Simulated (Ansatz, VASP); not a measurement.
Two plane-wave programs on Mo

File INCAR:

```
  PREC = Accurate
  ENCUT = 520
  EDIFF = 1E-6
  ISMEAR = -1
  SIGMA = 0.1
  LREAL = F
  LASPH = T
  NELM = 60
  ALGO = Normal
  ISIF = 2
  LWAVE = F
  LCHARG = T
  GGA = PS
  LELF = T
  LVHAR = T
  NBANDS = 21
```

The input KPOINTS:

```
regular mesh
0
Gamma
  11 11 11
```

The input POSCAR:

```
Mo
1.0
    0.0000000000      2.8432704744      2.8432704744
    2.8432704744      0.0000000000      2.8432704744
    2.8432704744      2.8432704744      0.0000000000
Mo
2
Direct
    0.1250000000      0.1250000000      0.1250000000
    0.8750000000      0.8750000000      0.8750000000
```

Input for Ansatz:

```yaml
crystal:
  lattice:
    - [0.0, 2.8432704744, 2.8432704744]
    - [2.8432704744, 0.0, 2.8432704744]
    - [2.8432704744, 2.8432704744, 0.0]
  atoms:
    - { symbol: Mo, position: [0.125, 0.125, 0.125] }
    - { symbol: Mo, position: [0.875, 0.875, 0.875] }
hamiltonian:
  xc: pbesol
  pseudopotentials:
    kind: paw
    azcp:
      Mo: "pseudopotentials/Mo.paw.azcp"
basis:
  ecutwfc: 420
  fft_grid_basis: typed
kpoints:
  mp_grid: { grid: [11, 11, 11], shift: [0, 0, 0] }
magnetization:
  spin_polarized: false
scf:
  occupations: { method: fermi_dirac, width: 0.1 }
  lower_state_search: "off"
output:
  stress: true
  write_density: true
  write_potential: true
  elf: true
  volumetric_format: npy
```

Alike in both runs: task single point; functional PBEsol; k mesh 11 × 11 × 11; occupations fermi-dirac, width 0.1 eV; no spin polarisation.

```csv
,VASP,Ansatz
version,VASP 6.6.1,Ansatz 0.2.0
potentials or method,"VASP PAW PBE potentials, release 64 (Mo_sv), cutoff 520 eV","plane waves (420 eV) with PAW, scalar-relativistic"
valence electrons in the cell,28,28
```

Ansatz gave:

| Property | Result |
| --- | --- |
| pressure (GPa) | -4.2 |

Q: What did VASP give for the same quantities?

A: Pressure (GPa): -3.8.

VASP's potentials were made for PBE, not for PBEsol, and Ansatz warns of the same on its side.
